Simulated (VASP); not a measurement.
# Cd in VASP: a series of runs

Cd is run at these levels: PBE; tasks: relaxation of the atoms, single point.

Program: VASP 6.6.1. These are calculated values, not measurements. Logs are shortened: lines on timing, memory, paths and dates and some standing lists are left out, and cuts for length are marked.

### Step 1. The cell of the first run

The cell holds a slab with vacuum, 5 atoms: a = 3.049 Å, b = 3.049 Å, c = 27.293 Å, α = 90.00°, β = 90.00°, γ = 120.00°.

### Step 2. Relaxation of the atoms, PBE

The input, INCAR:

```
PREC = Accurate
ENCUT = 520
EDIFF = 1E-6
ISMEAR = -1
SIGMA = 0.1
LREAL = F
LASPH = T
NELM = 60
ALGO = Normal
ISIF = 2
LWAVE = F
LCHARG = F
LDIPOL = T
IDIPOL = 3
DIPOL = 0.5 0.5 0.500
GGA = PE
IBRION = 2
NSW = 32
EDIFFG = -0.01
KPAR = 2
```

The input, KPOINTS:

```
regular mesh
0
Gamma
  14 14 1
```

The input, POSCAR:

```
Cd
1.0
    3.0493773094      0.0000000000      0.0000000000
   -1.5246886547      2.6408382156      0.0000000000
    0.0000000000      0.0000000000     27.2925000000
Cd
5
Direct
    0.0000000000      0.0000000000      0.2969910711
    0.3333333333      0.6666666667      0.4002780781
    0.0000000000      0.0000000000      0.5000000009
    0.3333333333      0.6666666667      0.5997219219
    0.0000000000      0.0000000000      0.7030089277
```

Potentials or basis: VASP PAW PBE potentials, release 64 (Cd).

Run with:

```console
cat potpaw_PBE.64/Cd/POTCAR > POTCAR
mpirun -np 2 vasp_std > vasp.out
```

OUTCAR:

```text
PREC = Accurate
   ENCUT = 520
   EDIFF = 1E-6
   ISMEAR = -1
   LREAL = F
   LASPH = T
   NELM = 60
   ISIF = 2
   GGA = PE
   IBRION = 2
   NSW = 32
   EDIFFG = -0.01

 ion  position               nearest neighbor table
   1  0.000  0.000  0.297-   2 3.32   2 3.32   2 3.32
   2  0.333  0.667  0.400-   3 3.24   3 3.24   3 3.24   1 3.32   1 3.32   1 3.32
   3  0.000  0.000  0.500-   4 3.24   4 3.24   4 3.24   2 3.24   2 3.24   2 3.24
   4  0.333  0.667  0.600-   3 3.24   3 3.24   3 3.24   5 3.32   5 3.32   5 3.32
   5  0.000  0.000  0.703-   4 3.32   4 3.32   4 3.32

  LATTYP: Found a hexagonal cell.
 ALAT       =     3.0493773094
 C/A-ratio  =     8.9501879337

  Lattice vectors:

 A1 = (   3.0493773094,   0.0000000000,   0.0000000000)
 A2 = (  -1.5246886547,   2.6408382156,   0.0000000000)
 A3 = (   0.0000000000,   0.0000000000,  27.2925000000)

Analysis of symmetry for initial positions (statically):
=====================================================================
 Subroutine PRICEL returns:
 Original cell was already a primitive cell.

 Routine SETGRP: Setting up the symmetry group for a
 hexagonal supercell.

 Subroutine GETGRP returns: Found 12 space group operations
 (whereof 12 operations were pure point group operations)
 out of a pool of 24 trial point group operations.

The static configuration has the point symmetry D_3h.

Analysis of symmetry for dynamics (positions and initial velocities):
=====================================================================
 Subroutine PRICEL returns:
 Original cell was already a primitive cell.

 Routine SETGRP: Setting up the symmetry group for a
 hexagonal supercell.

 Subroutine GETGRP returns: Found 12 space group operations
 (whereof 12 operations were pure point group operations)
 out of a pool of 24 trial point group operations.

The dynamic configuration has the point symmetry D_3h.

 Subroutine INISYM returns: Found 12 space group operations
 (whereof 12 operations are pure point group operations),
 and found     1 'primitive' translations

----------------------------------------------------------------------------------------

                                     Primitive cell

  volume of cell :     219.7841

  direct lattice vectors                    reciprocal lattice vectors
     3.049377309  0.000000000  0.000000000     0.327935804  0.189333825  0.000000000
    -1.524688655  2.640838216  0.000000000     0.000000000  0.378667650  0.000000000
     0.000000000  0.000000000 27.292500000     0.000000000  0.000000000  0.036640103

  length of vectors
     3.049377309  3.049377309 27.292500000     0.378667650  0.378667650  0.036640103

  position of ions in fractional coordinates (direct lattice)
     0.000000000  0.000000000  0.296991071
     0.333333333  0.666666667  0.400278078
     0.000000000  0.000000000  0.500000001
     0.333333333  0.666666667  0.599721922
     0.000000000  0.000000000  0.703008928

  ion indices of the primitive-cell ions
   primitive index   ion index
                 1           1
                 2           2
                 3           3
                 4           4
                 5           5

----------------------------------------------------------------------------------------

 KPOINTS: regular mesh

Automatic generation of k-mesh.
 Grid dimensions read from file:
 generate k-points for:   14   14    1

 Generating k-lattice:

  Cartesian coordinates                     Fractional coordinates (reciprocal lattice)
     0.023423986  0.013523845  0.000000000     0.071428571  0.000000000  0.000000000
     0.000000000  0.027047689  0.000000000     0.000000000  0.071428571  0.000000000
     0.000000000  0.000000000  0.036640103     0.000000000  0.000000000  1.000000000

  Length of vectors
     0.027047689  0.027047689  0.036640103

  Shift w.r.t. Gamma in fractional coordinates (k-lattice)
     0.000000000  0.000000000  0.000000000

 Subroutine IBZKPT returns following result:
 ===========================================

 Found     24 irreducible k-points:

 Following reciprocal coordinates:
            Coordinates               Weight
  0.000000  0.000000  0.000000      1.000000
  0.071429  0.000000  0.000000      6.000000
  0.142857  0.000000  0.000000      6.000000
  0.214286  0.000000  0.000000      6.000000
  0.285714  0.000000  0.000000      6.000000
  0.357143  0.000000  0.000000      6.000000
[... 16 lines left out ...]
  0.285714  0.285714  0.000000      6.000000
  0.357143  0.285714  0.000000      6.000000
   k-points           NKPTS =     24   k-points in BZ     NKDIM =     24   number of bands    NBANDS=     36
   number of dos      NEDOS =    301   number of ions     NIONS =      5
   total plane-waves  NPLWV = 120960
   dimension x,y,z NGX =    24 NGY =   24 NGZ =  210
   dimension x,y,z NGXF=    48 NGYF=   48 NGZF=  420
   ions per type =               5
   NGX,Y,Z   is equivalent  to a cutoff of  13.08, 13.08, 12.79 a.u.
   NGXF,Y,Z  is equivalent  to a cutoff of  26.17, 26.17, 25.58 a.u.
 SYSTEM =  unknown system
   PREC   = accura    normal or accurate (medium, high low for compatibility)
   ISTART =      0    job   : 0-new  1-cont  2-samecut
   ICHARG =      2    charge: 1-file 2-atom 10-const
   ISPIN  =      1    spin polarized calculation?
   LNONCOLLINEAR =      F non collinear calculations
   LSORBIT =      F    spin-orbit coupling
   LASPH  =      T    aspherical Exc in radial PAW
   ENCUT  =  520.0 eV  38.22 Ry    6.18 a.u.   5.67  5.67 50.75*2*pi/ulx,y,z
   NELM   =     60;   NELMIN=  2; NELMDL= -5     # of ELM steps
   EDIFF  = 0.1E-05   stopping-criterion for ELM
   LREAL  =      F    real-space projection
   EDIFFG = -.1E-01   stopping-criterion for IOM
   NSW    =     32    number of steps for IOM
   IBRION =      2    ionic relax: 0-MD 1-quasi-New 2-CG
   NFREE  =      1    steps in history (QN), initial steepest desc. (CG)
   ISIF   =      2    stress and relaxation
   ISYM   =      2    0-nonsym 1-usesym 2-fastsym
   POTIM  = 0.5000    time-step for ionic-motion
   TEBEG  =    0.0;   TEEND  =   0.0 temperature during run
   PSTRESS=    0.0 pullay stress
   NELECT =      60.0000    total number of electrons
   NUPDOWN=      -1.0000    fix difference up-down
   EMIN   =  10.00;   EMAX   =-10.00  energy-range for DOS
   EFERMI =   0.00;   METHOD = LEGACY
   ISMEAR =    -1;   SIGMA  =   0.10  broadening in eV -4-tet -1-fermi 0-gaus
   EFERMI_NEDOS =   21; number of points for ismear=-14 and -15
   IALGO  =     38    algorithm
   IMIX   =      4    mixing-type and parameters
     AMIX     =   0.40;   BMIX     =  1.00
     AMIX_MAG =   1.60;   BMIX_MAG =  1.00
  volume/ion in A,a.u.               =      43.96       296.64
  Fermi-wavevector in a.u.,A,eV,Ry     =   1.062005  2.006898 15.345389  1.127854
  Thomas-Fermi vector in A             =   2.197441
   LORBIT       =      0    0 simple, 1 ext, 2 COOP (PROOUT), +10 PAW based schemes
   GGA     = PE    functional components
   LHFCALC =     F    Hartree Fock is set to
   AEXX    =    0.0000 exact exchange contribution
   IVDW    =     0    specifies the selected vdW correction
   LEPSILON=     F    determine dielectric tensor
   LRPA    =     F    only Hartree local field effects (RPA)
 conjugate gradient relaxation of ions
 non-spin polarized calculation
  energy-cutoff  :      520.00
  volume of cell :      219.78
 maximum number of plane-waves:      5957
 NGX is ok and might be reduce to    24
   NGX = 11   NGY = 11   NGZ =101

 number of electron      60.0000011 magnetization

 dipolmoment           0.000000      0.000000      0.000000 electrons x Angstroem

 Free energy of the ion-electron system (eV)
  ---------------------------------------------------
  ext. energy  EPLUGINS =         0.00000000
  ---------------------------------------------------
  free energy    TOTEN  =        -3.53031119 eV

  energy without entropy =       -3.47909918  energy(sigma->0) =       -3.50470519

 E-fermi :  -0.4255     XC(G=0):  -6.0945

 val. band max:       -0.4481533554   @ k =   0.5000   0.0000   0.0000
 cond. band min:      -0.3426722581   @ k =   0.3571   0.1429   0.0000
 fundamental gap:      0.1054810973
 Fermi energy:        -0.4254939919

 k-point     1 :       0.0000    0.0000    0.0000
  band No.  band energies     occupation
      1     -10.1518      2.00000
      2     -10.0563      2.00000
      3      -9.9518      2.00000
      4      -9.8907      2.00000
      5      -9.8629      2.00000
      6      -9.6244      2.00000
[... 28 lines left out ...]
     35       3.5655      0.00000
     36       3.7830      0.00000

 k-point     2 :       0.0714    0.0000    0.0000
  band No.  band energies     occupation
      1     -10.1079      2.00000
      2     -10.0123      2.00000
      3      -9.9090      2.00000
      4      -9.8491      2.00000
      5      -9.8276      2.00000
      6      -9.6388      2.00000
[... 28 lines left out ...]
     35       3.6793      0.00000
     36       3.8920      0.00000

 k-point     3 :       0.1429    0.0000    0.0000
  band No.  band energies     occupation
      1     -10.0167      2.00000
      2      -9.9253      2.00000
      3      -9.8282      2.00000
      4      -9.7680      2.00000
      5      -9.7657      2.00000
      6      -9.6754      2.00000
[... 28 lines left out ...]
     35       4.0189      0.00000
     36       4.2180      0.00000
[... 742 lines left out ...]
 k-point    23 :       0.2857    0.2857    0.0000
  band No.  band energies     occupation
      1      -9.9132      2.00000
      2      -9.8535      2.00000
      3      -9.7830      2.00000
      4      -9.7446      2.00000
      5      -9.6811      2.00000
      6      -9.6643      2.00000
[... 28 lines left out ...]
     35       2.0979      0.00000
     36       2.6566      0.00000

 k-point    24 :       0.3571    0.2857    0.0000
  band No.  band energies     occupation
      1      -9.9059      2.00000
      2      -9.8215      2.00000
      3      -9.7771      2.00000
      4      -9.7285      2.00000
      5      -9.6543      2.00000
      6      -9.6338      2.00000
[... 28 lines left out ...]
     35       1.7027      0.00000
     36       2.2697      0.00000

------------------------ aborting loop because EDIFF is reached ----------------------------------------

 vacuum level on the upper side and lower side of the slab       (xc-potential included)        -0.216        -0.216

  FORCE on cell =-STRESS in cart. coord.  units (eV):
  Direction    XX          YY          ZZ          XY          YZ          ZX
  --------------------------------------------------------------------------------------
  -------------------------------------------------------------------------------------
  Total       -0.1704252     -0.1704252      0.1284712     -0.0000000      0.0000000      0.0000000
  in kB       -1.2423621     -1.2423621      0.9365262     -0.0000000      0.0000000      0.0000000
  external PRESSURE =      -0.5160660 kB  Pullay stress =       0.0000000 kB

 VOLUME and BASIS-vectors are now :
 -----------------------------------------------------------------------------
  energy-cutoff  :      520.00
  volume of cell :      219.78
      direct lattice vectors                 reciprocal lattice vectors
     3.049377309  0.000000000  0.000000000     0.327935804  0.189333825  0.000000000
    -1.524688655  2.640838216  0.000000000     0.000000000  0.378667650  0.000000000
     0.000000000  0.000000000 27.292500000     0.000000000  0.000000000  0.036640103

 POSITION                                       TOTAL-FORCE (eV/Angst)
 -----------------------------------------------------------------------------------
      0.00000      0.00000      8.10563        -0.000000      0.000000     -0.009039
     -0.00000      1.76056     10.92459         0.000000     -0.000000     -0.004836
      0.00000      0.00000     13.64625        -0.000000      0.000000      0.000000
     -0.00000      1.76056     16.36791         0.000000      0.000000      0.004836
      0.00000      0.00000     19.18687        -0.000000      0.000000      0.009039
 -----------------------------------------------------------------------------------
    total drift:                                0.000000     -0.000000      0.000007

  FREE ENERGIE OF THE ION-ELECTRON SYSTEM (eV)
  ---------------------------------------------------
  free  energy   TOTEN  =        -3.5303111879 eV

  energy  without entropy=       -3.4790991830  energy(sigma->0) =       -3.50470519

 reached required accuracy - stopping structural energy minimisation

 vacuum level on the upper side and lower side of the slab         3.089         3.089
```

It took 96 s on 2 MPI ranks of Intel Xeon Platinum 8259CL at 2.50GHz (Skylake/Cascade Lake), shared host; peak memory 0.4 GiB.

What came out:

- Free energy: -3.5303 eV
- Largest force after relaxing: 0.009 eV/Å
- Band gap on the k mesh: zero (bands 30 and 31 overlap by 3.10 eV)

Forces on the atoms (eV/Å):
```
Cd   0.000  0.000 -0.009
Cd   0.000  0.000 -0.005
Cd   0.000  0.000  0.000
Cd   0.000  0.000  0.005
Cd   0.000  0.000  0.009
```

Final structure:
```
Cd
1.0
     3.04938    0.00000    0.00000
    -1.52469    2.64084    0.00000
     0.00000    0.00000   27.29250
Cd
5
Cartesian
  0.0000 0.0000 8.1056
  0.0000 1.7606 10.9246
  0.0000 0.0000 13.6463
  0.0000 1.7606 16.3679
  0.0000 0.0000 19.1869
```

Levels at points of the mesh, in eV from the Fermi level:
```tsv
k point	band 26	band 27	band 28	band 29	band 30	band 31	band 32	band 33	band 34	band 35
(0.00, 0.00, 0.00)	-8.48	-7.84	-6.87	-5.61	-3.86	-2.03	0.17	2.13	3.26	3.99
(0.50, 0.00, 0.00)	-2.26	-1.97	-1.78	-1.41	-1.18	-0.02	0.53	0.64	1.59	2.06
```

Caveat: the relaxation stopped at its first step, so nothing moved.

### Step 3. Single point, PBE

The input, INCAR:

```
SYSTEM = Cd
ALGO = Normal
DIPOL = 0.5 0.5 0.500
EDIFF = 1E-6
ENCUT = 520
GGA = PE
IDIPOL = 3
ISIF = 2
ISMEAR = -1
LASPH = .True.
LCHARG = .False.
LDIPOL = .True.
LREAL = .False.
LWAVE = .False.
NBANDS = 38
NELM = 100
PREC = Accurate
SIGMA = 0.1
```

The input, KPOINTS:

```
k-points
0
Gamma
  14 14 1
  0 0 0
```

POSCAR is that of step 2.

Potentials or basis: VASP PAW PBE potentials, release 64 (Cd).

Run with:

```console
cat potpaw_PBE.64/Cd/POTCAR > POTCAR
mpirun -np 1 vasp_std > vasp.out
```

OUTCAR:

```text
SYSTEM = Cd
   EDIFF = 1E-6
   ENCUT = 520
   GGA = PE
   ISIF = 2
   ISMEAR = -1
   LASPH = .True.
   LREAL = .False.
   NELM = 100
   PREC = Accurate

 ion  position               nearest neighbor table
   1  0.000  0.000  0.297-   2 3.32   2 3.32   2 3.32
   2  0.333  0.667  0.400-   3 3.24   3 3.24   3 3.24   1 3.32   1 3.32   1 3.32
   3  0.000  0.000  0.500-   4 3.24   4 3.24   4 3.24   2 3.24   2 3.24   2 3.24
   4  0.333  0.667  0.600-   3 3.24   3 3.24   3 3.24   5 3.32   5 3.32   5 3.32
   5  0.000  0.000  0.703-   4 3.32   4 3.32   4 3.32

  LATTYP: Found a hexagonal cell.
 ALAT       =     3.0493773094
 C/A-ratio  =     8.9501879337

  Lattice vectors:

 A1 = (   3.0493773094,   0.0000000000,   0.0000000000)
 A2 = (  -1.5246886547,   2.6408382156,   0.0000000000)
 A3 = (   0.0000000000,   0.0000000000,  27.2925000000)

Analysis of symmetry for initial positions (statically):
=====================================================================
 Subroutine PRICEL returns:
 Original cell was already a primitive cell.

 Routine SETGRP: Setting up the symmetry group for a
 hexagonal supercell.

[... 180 lines left out ...]
 k-point     1 :       0.0000    0.0000    0.0000
  band No.  band energies     occupation
      1     -10.1518      2.00000
      2     -10.0563      2.00000
      3      -9.9518      2.00000
      4      -9.8907      2.00000
      5      -9.8629      2.00000
      6      -9.6244      2.00000
[... 973 lines left out ...]
     37       2.8050      0.00000
     38       3.0129      0.00000

------------------------ aborting loop because EDIFF is reached ----------------------------------------

 vacuum level on the upper side and lower side of the slab       (xc-potential included)        -0.217        -0.217

  FORCE on cell =-STRESS in cart. coord.  units (eV):
  Direction    XX          YY          ZZ          XY          YZ          ZX
  --------------------------------------------------------------------------------------
  -------------------------------------------------------------------------------------
  Total       -0.1704385     -0.1704385      0.1284626      0.0000000      0.0000000     -0.0000000
  in kB       -1.2424586     -1.2424586      0.9364635      0.0000000      0.0000000     -0.0000000
  external PRESSURE =      -0.5161512 kB  Pullay stress =       0.0000000 kB

 VOLUME and BASIS-vectors are now :
 -----------------------------------------------------------------------------
  energy-cutoff  :      520.00
  volume of cell :      219.78
      direct lattice vectors                 reciprocal lattice vectors
     3.049377309  0.000000000  0.000000000     0.327935804  0.189333825  0.000000000
    -1.524688655  2.640838216  0.000000000     0.000000000  0.378667650  0.000000000
     0.000000000  0.000000000 27.292500000     0.000000000  0.000000000  0.036640103

 POSITION                                       TOTAL-FORCE (eV/Angst)
 -----------------------------------------------------------------------------------
      0.00000      0.00000      8.10563        -0.000000      0.000000     -0.009042
     -0.00000      1.76056     10.92459         0.000000     -0.000000     -0.004831
      0.00000      0.00000     13.64625        -0.000000      0.000000     -0.000000
     -0.00000      1.76056     16.36791         0.000000     -0.000000      0.004831
      0.00000      0.00000     19.18687        -0.000000      0.000000      0.009042
 -----------------------------------------------------------------------------------
    total drift:                                0.000000     -0.000000      0.000007

  FREE ENERGIE OF THE ION-ELECTRON SYSTEM (eV)
  ---------------------------------------------------
  free  energy   TOTEN  =        -3.5303111786 eV

  energy  without entropy=       -3.4790991871  energy(sigma->0) =       -3.50470518

 vacuum level on the upper side and lower side of the slab         3.090         3.090
```

stdout:

```text
POSCAR found type information on POSCAR Cd
 POSCAR found :  1 types and       5 ions
 scaLAPACK will be used
 LDA part: xc-table for (Slater+PW92), standard interpolation
 POSCAR, INCAR and KPOINTS ok, starting setup
 FFT: planning ... GRIDC
 FFT: planning ... GRID_SOFT
 FFT: planning ... GRID
 WAVECAR not read
 entering main loop
```

Run time: 2.1 min. Hardware: 1 thread of AMD EPYC 9R45 (Zen 5), shared host; peak memory 0.38 GiB.

Results:

| Property | Result |
| --- | --- |
| Free energy | -3.5303 eV |
| Largest force | 0.009 eV/Å |
| Band gap on the k mesh | zero (bands 30 and 31 overlap by 3.10 eV) |

Forces on the atoms (eV/Å):
```
Cd   0.000  0.000 -0.009
Cd   0.000  0.000 -0.005
Cd   0.000  0.000  0.000
Cd   0.000  0.000  0.005
Cd   0.000  0.000  0.009
```

The gap in the log of VASP goes by the Fermi energy; the results here count the filled bands.